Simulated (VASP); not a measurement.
# KI6 (P6/mmm) in VASP: single point with PBE

Aim: the single point of KI6 with PBE.

Program: VASP 6.6.1. These are calculated values, not measurements. Logs are shortened: lines on timing, memory, paths and dates and some standing lists are left out, and cuts for length are marked.

### Step 1. The cell of the first run

It takes space group P6/mmm (No. 191, hexagonal). The conventional cell has a = 9.048 Å, b = 9.048 Å, c = 4.851 Å, α = 90.00°, β = 90.00°, γ = 120.00°. K (site symmetry 6/mmm) has 12 I at 4.07 Å and 2 K at 4.85 Å within 5.3 Å. Within 4.3 Å of I (site symmetry mm2) lie 4 I at 3.27 to 3.39 Å and 2 K at 4.07 Å.

The cell was built from a structure type or drawn by symmetry, and may not be a known phase.

### Step 2. Single point, PBE

Contents of INCAR:

```
SYSTEM = KI6
  PREC = Accurate
  ENCUT = 520
  EDIFF = 1E-7
  ISMEAR = 0
  SIGMA = 0.1
  LREAL = .FALSE.
  LASPH = .TRUE.
  NELM = 60
  ALGO = Normal
  ISIF = 2
  LWAVE = .FALSE.
  LCHARG = .FALSE.
  GGA = PE
  NBANDS = 34
```

Contents of KPOINTS:

```
Automatic mesh
0
G
  6 6 8
  0 0 0
```

Contents of POSCAR:

```
KI6
1.0
    9.0477363605      0.0000000000      0.0000000000
   -4.5238681803      7.8355695349      0.0000000000
    0.0000000000      0.0000000000      4.8505315143
K I
1 6
Direct
    0.0000000000      0.0000000000      0.5000000000
    0.7914917995      0.2085082005      0.0000000000
    0.7914917995      0.5829835989      0.0000000000
    0.4170164011      0.2085082005      0.0000000000
    0.2085082005      0.7914917995      0.0000000000
    0.2085082005      0.4170164011      0.0000000000
    0.5829835989      0.7914917995      0.0000000000
```

Potentials or basis: VASP PAW PBE potentials, release 64 (K_sv, I).

Started as:

```sh
$ cat potpaw_PBE.64/K_sv/POTCAR potpaw_PBE.64/I/POTCAR > POTCAR
$ mpirun -np 1 vasp_std > vasp.out
```

OUTCAR:

```text
SYSTEM = KI6
   PREC = Accurate
   ENCUT = 520
   EDIFF = 1E-7
   ISMEAR = 0
   LREAL = .FALSE.
   LASPH = .TRUE.
   NELM = 60
   ISIF = 2
   GGA = PE

 ion  position               nearest neighbor table
   1  0.000  0.000  0.500-
   2  0.791  0.209  0.000-   7 3.27   6 3.27   3 3.39   4 3.39
   3  0.791  0.583  0.000-   5 3.27   7 3.27   4 3.39   2 3.39
   4  0.417  0.209  0.000-   5 3.27   6 3.27   3 3.39   2 3.39
   5  0.209  0.791  0.000-   4 3.27   3 3.27   6 3.39   7 3.39
   6  0.209  0.417  0.000-   2 3.27   4 3.27   7 3.39   5 3.39
   7  0.583  0.791  0.000-   2 3.27   3 3.27   6 3.39   5 3.39

  LATTYP: Found a hexagonal cell.
 ALAT       =     9.0477363605
 C/A-ratio  =     0.5361044267

  Lattice vectors:

 A1 = (   9.0477363605,   0.0000000000,   0.0000000000)
 A2 = (  -4.5238681803,   7.8355695349,   0.0000000000)
 A3 = (   0.0000000000,   0.0000000000,   4.8505315143)

Analysis of symmetry for initial positions (statically):
=====================================================================
 Subroutine PRICEL returns:
 Original cell was already a primitive cell.

 Routine SETGRP: Setting up the symmetry group for a
 hexagonal supercell.

 Subroutine GETGRP returns: Found 24 space group operations
 (whereof 24 operations were pure point group operations)
 out of a pool of 24 trial point group operations.

The static configuration has the point symmetry D_6h.

Analysis of symmetry for dynamics (positions and initial velocities):
=====================================================================
 Subroutine PRICEL returns:
 Original cell was already a primitive cell.

 Routine SETGRP: Setting up the symmetry group for a
 hexagonal supercell.

 Subroutine GETGRP returns: Found 24 space group operations
 (whereof 24 operations were pure point group operations)
 out of a pool of 24 trial point group operations.

The dynamic configuration has the point symmetry D_6h.

 Subroutine INISYM returns: Found 24 space group operations
 (whereof 24 operations are pure point group operations),
 and found     1 'primitive' translations

----------------------------------------------------------------------------------------

                                     Primitive cell

  volume of cell :     343.8744

  direct lattice vectors                    reciprocal lattice vectors
     9.047736361  0.000000000  0.000000000     0.110524883  0.063811571  0.000000000
    -4.523868180  7.835569535  0.000000000     0.000000000  0.127623142  0.000000000
     0.000000000  0.000000000  4.850531514     0.000000000  0.000000000  0.206162973

  length of vectors
     9.047736361  9.047736360  4.850531514     0.127623142  0.127623142  0.206162973

  position of ions in fractional coordinates (direct lattice)
     0.000000000  0.000000000  0.500000000
     0.791491800  0.208508200  0.000000000
     0.791491800  0.582983599  0.000000000
     0.417016401  0.208508200  0.000000000
     0.208508200  0.791491800  0.000000000
     0.208508200  0.417016401  0.000000000
     0.582983599  0.791491800  0.000000000

  ion indices of the primitive-cell ions
   primitive index   ion index
                 1           1
                 2           2
                 3           3
                 4           4
                 5           5
                 6           6
                 7           7

----------------------------------------------------------------------------------------

 KPOINTS: Automatic mesh

Automatic generation of k-mesh.
 Grid dimensions read from file:
 generate k-points for:    6    6    8

 Generating k-lattice:

  Cartesian coordinates                     Fractional coordinates (reciprocal lattice)
     0.018420814  0.010635262  0.000000000     0.166666667  0.000000000  0.000000000
     0.000000000  0.021270524  0.000000000     0.000000000  0.166666667  0.000000000
     0.000000000  0.000000000  0.025770372     0.000000000  0.000000000  0.125000000

  Length of vectors
     0.021270524  0.021270524  0.025770372

  Shift w.r.t. Gamma in fractional coordinates (k-lattice)
     0.000000000  0.000000000  0.000000000

 Subroutine IBZKPT returns following result:
 ===========================================

 Found     35 irreducible k-points:

 Following reciprocal coordinates:
            Coordinates               Weight
  0.000000  0.000000  0.000000      1.000000
  0.166667 -0.000000  0.000000      6.000000
  0.333333  0.000000  0.000000      6.000000
  0.500000  0.000000  0.000000      3.000000
  0.166667  0.166667  0.000000      6.000000
  0.333333  0.166667  0.000000     12.000000
[... 16 lines left out ...]
  0.166667 -0.000000  0.375000     12.000000
  0.333333  0.000000  0.375000     12.000000
 [... further k-points ...]
   k-points           NKPTS =     35   k-points in BZ     NKDIM =     35   number of bands    NBANDS=     34
   number of dos      NEDOS =    301   number of ions     NIONS =      7
   total plane-waves  NPLWV = 176400
   dimension x,y,z NGX =    70 NGY =   70 NGZ =   36
   dimension x,y,z NGXF=   140 NGYF=  140 NGZF=   72
   ions per type =               1   6
   NGX,Y,Z   is equivalent  to a cutoff of  12.86, 12.86, 12.34 a.u.
   NGXF,Y,Z  is equivalent  to a cutoff of  25.72, 25.72, 24.68 a.u.
 SYSTEM =  KI6
   PREC   = accura    normal or accurate (medium, high low for compatibility)
   ISTART =      0    job   : 0-new  1-cont  2-samecut
   ICHARG =      2    charge: 1-file 2-atom 10-const
   ISPIN  =      1    spin polarized calculation?
   LNONCOLLINEAR =      F non collinear calculations
   LSORBIT =      F    spin-orbit coupling
   LASPH  =      T    aspherical Exc in radial PAW
   ENCUT  =  520.0 eV  38.22 Ry    6.18 a.u.  16.82 16.82  9.02*2*pi/ulx,y,z
   NELM   =     60;   NELMIN=  2; NELMDL= -5     # of ELM steps
   EDIFF  = 0.1E-06   stopping-criterion for ELM
   LREAL  =      F    real-space projection
   EDIFFG = 0.1E-05   stopping-criterion for IOM
   NSW    =      0    number of steps for IOM
   IBRION =     -1    ionic relax: 0-MD 1-quasi-New 2-CG
   NFREE  =      0    steps in history (QN), initial steepest desc. (CG)
   ISIF   =      2    stress and relaxation
   ISYM   =      2    0-nonsym 1-usesym 2-fastsym
   POTIM  = 0.5000    time-step for ionic-motion
   TEBEG  =    0.0;   TEEND  =   0.0 temperature during run
   PSTRESS=    0.0 pullay stress
   NELECT =      51.0000    total number of electrons
   NUPDOWN=      -1.0000    fix difference up-down
   EMIN   =  10.00;   EMAX   =-10.00  energy-range for DOS
   EFERMI =   0.00;   METHOD = LEGACY
   ISMEAR =     0;   SIGMA  =   0.10  broadening in eV -4-tet -1-fermi 0-gaus
   EFERMI_NEDOS =   21; number of points for ismear=-14 and -15
   IALGO  =     38    algorithm
   IMIX   =      4    mixing-type and parameters
     AMIX     =   0.40;   BMIX     =  1.00
     AMIX_MAG =   1.60;   BMIX_MAG =  1.00
  volume/ion in A,a.u.               =      49.12       331.51
  Fermi-wavevector in a.u.,A,eV,Ry     =   0.866559  1.637560 10.216955  0.750925
  Thomas-Fermi vector in A             =   1.984966
   LORBIT       =      0    0 simple, 1 ext, 2 COOP (PROOUT), +10 PAW based schemes
   GGA     = PE    functional components
   LHFCALC =     F    Hartree Fock is set to
   AEXX    =    0.0000 exact exchange contribution
   IVDW    =     0    specifies the selected vdW correction
   LEPSILON=     F    determine dielectric tensor
   LRPA    =     F    only Hartree local field effects (RPA)
 non-spin polarized calculation
 Gauss-broadening in eV      SIGMA  =   0.10
  energy-cutoff  :      520.00
  volume of cell :      343.87
 maximum number of plane-waves:      9296
 NGX is ok and might be reduce to    70
   NGX = 33   NGY = 33   NGZ = 19

 number of electron      51.0000002 magnetization

 Free energy of the ion-electron system (eV)
  ---------------------------------------------------
  ext. energy  EPLUGINS =         0.00000000
  ---------------------------------------------------
  free energy    TOTEN  =       -11.71464616 eV

  energy without entropy =      -11.68124858  energy(sigma->0) =      -11.69794737

 E-fermi :   1.6350     XC(G=0):  -7.1260

 val. band max:        1.6261854335   @ k =   0.1667   0.1667   0.2500
 cond. band min:       1.6563161201   @ k =   0.1667   0.1667   0.3750
 fundamental gap:      0.0301306866
 Fermi energy:         1.6350207333

 k-point     1 :       0.0000    0.0000    0.0000
  band No.  band energies     occupation
      1     -29.1306      2.00000
      2     -12.6085      2.00000
      3     -12.5881      2.00000
      4     -12.5881      2.00000
      5     -11.7484      2.00000
      6     -10.7944      2.00000
[... 26 lines left out ...]
     33       7.2383      0.00000
     34       7.2390      0.00000

 k-point     2 :       0.1667   -0.0000    0.0000
  band No.  band energies     occupation
      1     -29.1306      2.00000
      2     -12.6085      2.00000
      3     -12.5887      2.00000
      4     -12.5881      2.00000
      5     -11.7069      2.00000
      6     -10.8861      2.00000
[... 26 lines left out ...]
     33       7.0807      0.00000
     34       7.3729      0.00000

 k-point     3 :       0.3333    0.0000    0.0000
  band No.  band energies     occupation
      1     -29.1306      2.00000
      2     -12.6085      2.00000
      3     -12.5900      2.00000
      4     -12.5882      2.00000
      5     -11.5882      2.00000
      6     -11.1275      2.00000
[... 26 lines left out ...]
     33       6.8939      0.00000
     34       7.5335      0.00000
[... 704 lines left out ...]
 k-point    23 :       0.1667   -0.0000    0.3750
  band No.  band energies     occupation
      1     -29.1299      2.00000
      2     -12.6403      2.00000
      3     -12.5802      2.00000
      4     -12.5801      2.00000
      5     -11.6576      2.00000
      6     -10.8574      2.00000
[... 26 lines left out ...]
     33       7.5463      0.00000
     34       7.7867      0.00000

 k-point    24 :       0.3333    0.0000    0.3750
  band No.  band energies     occupation
      1     -29.1299      2.00000
      2     -12.6389      2.00000
      3     -12.5803      2.00000
      4     -12.5801      2.00000
      5     -11.5475      2.00000
      6     -11.0923      2.00000
[... 26 lines left out ...]
     33       7.1633      0.00000
     34       7.4319      0.00000

 [... further k-points ...]
[... 5 lines left out ...]
  --------------------------------------------------------------------------------------
  -------------------------------------------------------------------------------------
  Total       -0.0550188     -0.0550188      0.0038375      0.0000000      0.0000000     -0.0000000
  in kB       -0.2563433     -0.2563433      0.0178796      0.0000000      0.0000000     -0.0000000
  external PRESSURE =      -0.1649357 kB  Pullay stress =       0.0000000 kB

 VOLUME and BASIS-vectors are now :
 -----------------------------------------------------------------------------
  energy-cutoff  :      520.00
  volume of cell :      343.87
      direct lattice vectors                 reciprocal lattice vectors
     9.047736361  0.000000000  0.000000000     0.110524883  0.063811571  0.000000000
    -4.523868180  7.835569535  0.000000000     0.000000000  0.127623142  0.000000000
     0.000000000  0.000000000  4.850531514     0.000000000  0.000000000  0.206162973

 POSITION                                       TOTAL-FORCE (eV/Angst)
 -----------------------------------------------------------------------------------
      0.00000      0.00000      2.42527        -0.000000      0.000000     -0.000000
      6.21795      1.63378      0.00000        -0.001545      0.000892      0.000000
      4.52387      4.56801      0.00000         0.000000     -0.001784      0.000000
      2.82979      1.63378      0.00000         0.001545      0.000892     -0.000000
     -1.69408      6.20179      0.00000         0.001545     -0.000892      0.000000
     -0.00000      3.26756      0.00000        -0.000000      0.001784      0.000000
      1.69408      6.20179      0.00000        -0.001545     -0.000892     -0.000000
 -----------------------------------------------------------------------------------
    total drift:                                0.000000     -0.000000     -0.000000

  FREE ENERGIE OF THE ION-ELECTRON SYSTEM (eV)
  ---------------------------------------------------
  free  energy   TOTEN  =       -11.7146461607 eV

  energy  without entropy=      -11.6812485828  energy(sigma->0) =      -11.69794737
```

Wall time 14 min (1 thread of Intel Xeon 8259CL, shared host); peak memory 0.63 GiB.

What came out:

```
Free energy            : -11.7146 eV
Pressure               : 0.0 GPa
Band gap on the k mesh : zero (an odd number of electrons rules out a gap without spin polarisation)
```

Levels at points of the mesh, in eV from the Fermi level:
```tsv
k point	band 22	band 23	band 24	band 25	band 26	band 27	band 28	band 29
(0.00, 0.00, 0.00)	-1.14	-1.14	-0.94	-0.94	0.10	0.10	1.42	2.75
(0.50, 0.00, 0.00)	-1.40	-1.06	-0.80	-0.47	0.04	0.24	0.67	3.51
(0.00, 0.00, 0.50)	-1.74	-1.74	-0.86	-0.86	0.12	0.12	1.45	3.56
(0.50, 0.00, 0.50)	-1.60	-1.30	-1.27	-0.42	0.08	0.29	0.72	4.25
```

Caveat: spin-orbit coupling is left out, which moves the levels of the heavy elements; an odd number of electrons without spin polarisation forces a metal; a magnetic or distorted state may lie lower.
